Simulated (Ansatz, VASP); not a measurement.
**Au: VASP beside Ansatz**

The input INCAR:

```
SYSTEM = Au
PREC = Accurate
ENCUT = 520
EDIFF = 1E-6
ISMEAR = 0
SIGMA = 0.15
LREAL = .False.
LASPH = .True.
NELM = 60
ALGO = Normal
ISIF = 2
LWAVE = .False.
LCHARG = .False.
GGA = PS
NBANDS = 12
```

Contents of KPOINTS:

```
regular mesh
0
Gamma
  20 20 20
  0 0 0
```

The input POSCAR:

```
Au
1.0
   -1.7069870700      1.7069870700      1.6075509300
    1.7069870700     -1.7069870700      1.6075509300
    1.7069870700      1.7069870700     -1.6075509300
Au
1
Direct
    0.0000000000      0.0000000000      0.0000000000
```

Input for Ansatz:

```yaml
crystal:
  lattice:
    - [-1.70698707, 1.70698707, 1.60755093]
    - [1.70698707, -1.70698707, 1.60755093]
    - [1.70698707, 1.70698707, -1.60755093]
  atoms:
    - { symbol: Au, position: [0.0, 0.0, 0.0] }
basis:
  ecutwfc: 420
kpoints:
  mp_grid: { grid: [20, 20, 20] }
hamiltonian:
  xc: pbesol
scf:
  occupations: { method: gaussian, width: 0.15 }
output:
  forces: true
  stress: true
  eigenvalues: true
```

Change from the starting cell: strain +0.030 along x and y, -0.030 along z, atoms carried along.

Alike in both runs: task single point; functional PBEsol; k mesh 20 × 20 × 20; occupations gaussian, width 0.15 eV; no spin polarisation.

|  | VASP | Ansatz |
| --- | --- | --- |
| version | VASP 6.6.1 | Ansatz 0.2.0 |
| potentials or method | VASP PAW PBE potentials, release 64 (Au), cutoff 520 eV | scalar-relativistic, plane waves, PAW |
| valence electrons in the cell | 11 | 19 |

|  | VASP | Ansatz | Ansatz less VASP |
| --- | --- | --- | --- |
| gap on the k mesh at the Fermi level (eV) | none | none | - |
| pressure (GPa) | -12.5 | -12.4 | +0.17 |
| traceless stress, the component that is largest in VASP (GPa) | -0.53 | -0.52 | +0.007 |

VASP's potentials were made for PBE, not for PBEsol. A gap of «none» marks a metal or a gap that the smearing closes. VASP's potentials hold 11 valence electrons a cell and Ansatz's 19, so a difference there can come from the potentials and not from the codes.

Spin-orbit coupling is off throughout.
